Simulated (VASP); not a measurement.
# Al (Cmcm) in VASP: relaxation of cell and atoms with PBE

Aim: the relaxation of cell and atoms of Al with PBE.

Program: VASP 6.6.1. These are calculated values, not measurements. Logs are shortened: lines on timing, memory, paths and dates and some standing lists are left out, and cuts for length are marked.

## 1. The cell of the first run

Symmetry: Cmcm, No. 63, orthorhombic system. The conventional cell has a = 2.815 Å, b = 9.083 Å, c = 5.420 Å, α = 90.00°, β = 90.00°, γ = 90.00°. Within 3.6 Å of Al (site symmetry 2/m) lie 10 Al at 2.71 to 2.86 Å. Al (site symmetry m2m) has 12 Al at 2.80 to 3.08 Å within 3.7 Å.

## 2. Relaxation of cell and atoms, PBE

INCAR reads:

```
ALGO = Fast
EDIFF = 1E-6
EDIFFG = -0.01
ENCUT = 600
GGA = PE
IBRION = 2
ISIF = 3
ISMEAR = 0
LASPH = True
LCHARG = False
LREAL = False
LWAVE = False
NELM = 60
NSW = 100
PREC = Accurate
SIGMA = 0.1
```

KPOINTS reads:

```
k-points
0
Gamma
  8 14 4
```

POSCAR reads:

```
Al
1.0
    5.4200177391      0.0000000000      0.0000000000
    0.0000000000      2.8145407235      0.0000000000
    0.0000000000      0.0000000000      9.0829410125
Al
8
Direct
    0.9999987808      0.2500000000      0.7500033495
    0.4999987808      0.2500000000      0.7499966505
    0.0000012192      0.7500000000      0.2499966505
    0.5000012192      0.7500000000      0.2500033495
    0.2500069649      0.2500000000      0.0200584836
    0.7500069649      0.2500000000      0.4799415164
    0.7499930351      0.7500000000      0.9799415164
    0.2499930351      0.7500000000      0.5200584836
```

Potentials or basis: VASP PAW PBE potentials, release 64 (Al).

Launch:

```sh
$ cat potpaw_PBE.64/Al/POTCAR > POTCAR
$ mpirun -np 1 vasp_std > vasp.out
```

OUTCAR:

```text
EDIFF = 1E-6
   EDIFFG = -0.01
   ENCUT = 600
   GGA = PE
   IBRION = 2
   ISIF = 3
   ISMEAR = 0
   LASPH = True
   LREAL = False
   NELM = 60
   NSW = 100
   PREC = Accurate

 ion  position               nearest neighbor table
   1  1.000  0.250  0.750-   2 2.71   2 2.71   5 2.80   6 2.80   7 2.86   7 2.86   8 2.86   8 2.86

   2  0.500  0.250  0.750-   1 2.71   1 2.71   6 2.80   5 2.80   8 2.86   8 2.86   7 2.86   7 2.86

   3  0.000  0.750  0.250-   4 2.71   4 2.71   7 2.80   8 2.80   5 2.86   5 2.86   6 2.86   6 2.86

   4  0.500  0.750  0.250-   3 2.71   3 2.71   8 2.80   7 2.80   6 2.86   6 2.86   5 2.86   5 2.86

   5  0.250  0.250  0.020-   1 2.80   2 2.80   3 2.86   3 2.86   4 2.86   4 2.86   7 3.08   7 3.08
                             7 3.08   7 3.08
   6  0.750  0.250  0.480-   2 2.80   1 2.80   4 2.86   4 2.86   3 2.86   3 2.86   8 3.08   8 3.08
                             8 3.08   8 3.08
   7  0.750  0.750  0.980-   3 2.80   4 2.80   1 2.86   1 2.86   2 2.86   2 2.86   5 3.08   5 3.08
                             5 3.08   5 3.08
   8  0.250  0.750  0.520-   4 2.80   3 2.80   2 2.86   2 2.86   1 2.86   1 2.86   6 3.08   6 3.08
                             6 3.08   6 3.08

  LATTYP: Found a simple orthorhombic cell.
 ALAT       =     2.8145407235
 B/A-ratio  =     1.9257201340
 C/A-ratio  =     3.2271485492

  Lattice vectors:

 A1 = (   0.0000000000,  -2.8145407235,   0.0000000000)
 A2 = (   5.4200177391,   0.0000000000,   0.0000000000)
 A3 = (   0.0000000000,   0.0000000000,   9.0829410125)

Analysis of symmetry for initial positions (statically):
=====================================================================
 Subroutine PRICEL returns:
 Original cell was already a primitive cell.

 Routine SETGRP: Setting up the symmetry group for a
 simple orthorhombic supercell.

 Subroutine GETGRP returns: Found  8 space group operations
 (whereof  2 operations were pure point group operations)
 out of a pool of  8 trial point group operations.

The static configuration has the point symmetry S_2 .
 The point group associated with its full space group is D_2h.

Analysis of symmetry for dynamics (positions and initial velocities):
=====================================================================
 Subroutine PRICEL returns:
 Original cell was already a primitive cell.

 Routine SETGRP: Setting up the symmetry group for a
 simple orthorhombic supercell.

 Subroutine GETGRP returns: Found  8 space group operations
 (whereof  2 operations were pure point group operations)
 out of a pool of  8 trial point group operations.

The dynamic configuration has the point symmetry S_2 .
 The point group associated with its full space group is D_2h.

 Subroutine INISYM returns: Found  8 space group operations
 (whereof  2 operations are pure point group operations),
[... 119 lines left out ...]
   NELECT =      24.0000    total number of electrons
   NUPDOWN=      -1.0000    fix difference up-down
   EMIN   =  10.00;   EMAX   =-10.00  energy-range for DOS
   EFERMI =   0.00;   METHOD = LEGACY
   ISMEAR =     0;   SIGMA  =   0.10  broadening in eV -4-tet -1-fermi 0-gaus
   EFERMI_NEDOS =   21; number of points for ismear=-14 and -15
   IALGO  =     68    algorithm
   IMIX   =      4    mixing-type and parameters
     AMIX     =   0.40;   BMIX     =  1.00
     AMIX_MAG =   1.60;   BMIX_MAG =  1.00
  volume/ion in A,a.u.               =      17.32       116.88
  Fermi-wavevector in a.u.,A,eV,Ry     =   0.912572  1.724510 11.330757  0.832787
  Thomas-Fermi vector in A             =   2.036983
   LORBIT       =      0    0 simple, 1 ext, 2 COOP (PROOUT), +10 PAW based schemes
   GGA     = PE    functional components
   LHFCALC =     F    Hartree Fock is set to
   AEXX    =    0.0000 exact exchange contribution
   IVDW    =     0    specifies the selected vdW correction
   LEPSILON=     F    determine dielectric tensor
   LRPA    =     F    only Hartree local field effects (RPA)
 conjugate gradient relaxation of ions
 non-spin polarized calculation
 RMM-DIIS sequential band-by-band and
 Gauss-broadening in eV      SIGMA  =   0.10
  energy-cutoff  :      600.00
  volume of cell :      138.56
 maximum number of plane-waves:      4672
 NGX is ok and might be reduce to    48
   NGX = 21   NGY = 11   NGZ = 37

--------------------------------------- Ionic step        1  -------------------------------------------

 number of electron      24.0000000 magnetization

 Free energy of the ion-electron system (eV)
  ---------------------------------------------------
  ext. energy  EPLUGINS =         0.00000000
  ---------------------------------------------------
  free energy    TOTEN  =       -29.40969817 eV

  energy without entropy =      -29.39404024  energy(sigma->0) =      -29.40186921

------------------------ aborting loop because EDIFF is reached ----------------------------------------

  FORCE on cell =-STRESS in cart. coord.  units (eV):
  Direction    XX          YY          ZZ          XY          YZ          ZX
  --------------------------------------------------------------------------------------
  -------------------------------------------------------------------------------------
  Total        0.6995266      0.4028924     -1.0700906     -0.0000000      0.0000000      0.0000000
  in kB        8.0887246      4.6587013    -12.3736096     -0.0000000      0.0000000      0.0000000
  external PRESSURE =       0.1246054 kB  Pullay stress =       0.0000000 kB
[... 71 lines left out ...]
--------------------------------------- Ionic step        3  -------------------------------------------

 number of electron      24.0000000 magnetization

 E-fermi :   7.4270     XC(G=0): -10.0007

 val. band max:        7.4232400616   @ k =   0.3750   0.2857   0.2500
 cond. band min:       7.4300367830   @ k =   0.2500   0.2857   0.0000
 fundamental gap:      0.0067967214
 Fermi energy:         7.4270415779

 k-point     1 :       0.0000    0.0000    0.0000
  band No.  band energies     occupation
      1      -3.3497      2.00000
      2      -1.5747      2.00000
      3      -1.4949      2.00000
      4       1.3868      2.00000
      5       1.5622      2.00000
      6       3.1243      2.00000
[... 596 lines left out ...]
--------------------------------------- Ionic step        6  -------------------------------------------

 number of electron      24.0000000 magnetization

 Free energy of the ion-electron system (eV)
  ---------------------------------------------------
  ext. energy  EPLUGINS =         0.00000000
  ---------------------------------------------------
  free energy    TOTEN  =       -29.42205591 eV

  energy without entropy =      -29.40630452  energy(sigma->0) =      -29.41418021

 E-fermi :   7.4216     XC(G=0):  -9.9993

 val. band max:        7.4169842252   @ k =   0.3750   0.2857   0.2500
 cond. band min:       7.4234157431   @ k =   0.3750   0.0714   0.0000
 fundamental gap:      0.0064315179
 Fermi energy:         7.4216363485

 k-point     1 :       0.0000    0.0000    0.0000
  band No.  band energies     occupation
      1      -3.3522      2.00000
      2      -1.5798      2.00000
      3      -1.4910      2.00000
      4       1.3541      2.00000
      5       1.5358      2.00000
      6       3.1083      2.00000
[... 506 lines left out ...]
  FREE ENERGIE OF THE ION-ELECTRON SYSTEM (eV)
  ---------------------------------------------------
  free  energy   TOTEN  =       -29.4220559076 eV

  energy  without entropy=      -29.4063045157  energy(sigma->0) =      -29.41418021

 reached required accuracy - stopping structural energy minimisation
```

OSZICAR:

```text
N       E                     dE             d eps       ncg     rms          rms(c)
DAV:   1     0.322175464729E+02    0.32218E+02   -0.94022E+03  4080   0.126E+03
DAV:   2    -0.271994306726E+02   -0.59417E+02   -0.57948E+02  5307   0.136E+02
[... 37 lines left out ...]
   5 F= -.29421941E+02 E0= -.29413983E+02  d E =-.605952E-03
       N       E                     dE             d eps       ncg     rms          rms(c)
DAV:   1    -0.294220581646E+02   -0.11794E-03   -0.29844E-03  4790   0.315E-01    0.268E-02
RMM:   2    -0.294220569686E+02    0.11960E-05   -0.40321E-05  4063   0.460E-02    0.148E-02
RMM:   3    -0.294220555546E+02    0.14140E-05   -0.89616E-06  4012   0.206E-02    0.372E-03
RMM:   4    -0.294220559076E+02   -0.35306E-06   -0.16538E-06  2457   0.988E-03
   6 F= -.29422056E+02 E0= -.29414180E+02  d E =-.115228E-03
```

Run time: 22 min. Hardware: 1 thread of Intel Xeon 8259CL, shared host; peak memory 0.46 GiB.

Results:

```
Free energy                           : -29.4221 eV
Relaxed volume                        : 17.33 Å³/atom
Relaxed cell                          : a = 5.481 Å, b = 2.824 Å, c = 8.956 Å, α = 90.00°, β = 90.00°, γ = 90.00°
Space group after relaxing (to 0.1 Å) : Cmcm (No. 63)
Energy gained by relaxing             : 1.5 meV/atom
Ionic steps                           : 6
Pressure after relaxing               : 0.0 GPa
Band gap on the k mesh                : zero (bands 12 and 13 overlap by 2.24 eV)
```

Forces on the atoms (eV/Å):
```
Al   0.000  0.000  0.000
Al   0.000  0.000  0.000
Al   0.000  0.000  0.000
Al   0.000  0.000  0.000
Al   0.000  0.000  0.002
Al   0.000  0.000 -0.002
Al   0.000  0.000 -0.002
Al   0.000  0.000  0.002
```

Step by step:
```
step  energy change (eV)  largest force (eV/Å)  pressure (GPa)  volume (Å³)
   1              0.0000                0.0065            0.01       138.56
   2             -0.0085                0.0199            0.01       138.58
   3             -0.0116                0.0375            0.04       138.60
   4             -0.0121                0.0260           -0.01       138.70
   5             -0.0122                0.0115           -0.07       138.83
   6             -0.0124                0.0023            0.03       138.64
```

Final structure:
```
Al
1.0
     5.48060    0.00000    0.00000
     0.00000    2.82446    0.00000
     0.00000    0.00000    8.95594
Al
8
Direct
  0.00000 0.25000 0.75000
  0.50000 0.25000 0.75000
  0.00000 0.75000 0.25000
  0.50000 0.75000 0.25000
  0.25001 0.25000 0.02090
  0.75001 0.25000 0.47910
  0.74999 0.75000 0.97910
  0.24999 0.75000 0.52090
```

Levels at points of the mesh, in eV from the Fermi level:
| k point | band 10 | band 11 | band 12 | band 13 | band 14 | band 15 |
| --- | --- | --- | --- | --- | --- | --- |
| (0.00, 0.00, 0.00) | -3.72 | -3.23 | 0.68 | 0.74 | 1.41 | 1.59 |
| (0.50, 0.00, 0.00) | -2.01 | 0.02 | 0.02 | 1.47 | 1.47 | 1.82 |
| (0.00, 0.50, 0.00) | -1.48 | -0.12 | -0.12 | 0.13 | 0.13 | 0.17 |
| (0.50, 0.50, 0.00) | -3.01 | -3.01 | -3.01 | 1.66 | 1.66 | 1.66 |
| (0.00, 0.00, 0.50) | -1.96 | -1.92 | -1.92 | 0.42 | 0.42 | 4.78 |
| (0.50, 0.00, 0.50) | 0.32 | 0.32 | 0.32 | 1.60 | 1.60 | 1.60 |
| (0.00, 0.50, 0.50) | -1.72 | -1.20 | -1.20 | -0.85 | -0.85 | -0.45 |
| (0.50, 0.50, 0.50) | -1.58 | -1.58 | -1.58 | -0.46 | -0.46 | -0.46 |
